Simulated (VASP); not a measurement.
Input of a VASP 6.6.1 run:

File POSCAR:

```
Os
1.0
    0.0000000000      1.9170465896      1.9170465896
    1.9170465896      0.0000000000      1.9170465896
    1.9170465896      1.9170465896      0.0000000000
Os
1
Direct
    0.0000000000      0.0000000000      0.0000000000
```

INCAR.step1

```
PREC = Accurate
ENCUT = 520
EDIFF = 1E-5
ISMEAR = -1
SIGMA = 0.1
LREAL = F
LASPH = T
NELM = 80
ALGO = Normal
ISIF = 2
LWAVE = T
LCHARG = F
GGA = PE
NBANDS = 10
```

The input INCAR.step2:

```
PREC = Accurate
ENCUT = 520
EDIFF = 1E-6
ISMEAR = -1
SIGMA = 0.1
LREAL = F
LASPH = T
NELM = 80
ALGO = Normal
ISIF = 2
LWAVE = F
LCHARG = F
GGA = PE
LHFCALC = T
HFSCREEN = 0.2079
PRECFOCK = Normal
ISTART = 1
NBANDS = 10
```

The input KPOINTS:

```
regular mesh
0
Gamma
  6 6 6
```

Potentials or basis: VASP PAW PBE potentials, release 64 (Os).

Command:

```sh
$ cat potpaw_PBE.64/Os/POTCAR > POTCAR
$ cp INCAR.step1 INCAR
$ mpirun -np 1 vasp_std > vasp.out
$ cp INCAR.step2 INCAR
$ mpirun -np 1 vasp_std > vasp.out
```

Problem. What does it give for the band gap on the k mesh?

Solution. Zero (bands 4 and 5 overlap by 4.42 eV).

Problem. Estimate the pressure.

Solution. -4.6 GPa.

Caveat: the k points lie up to 0.47 Å⁻¹ apart, too coarse for converged energies and pressures of a metal; the PAW data sets were made with another functional, which shifts forces and pressure a little; spin-orbit coupling is left out, which moves the levels of the heavy elements.
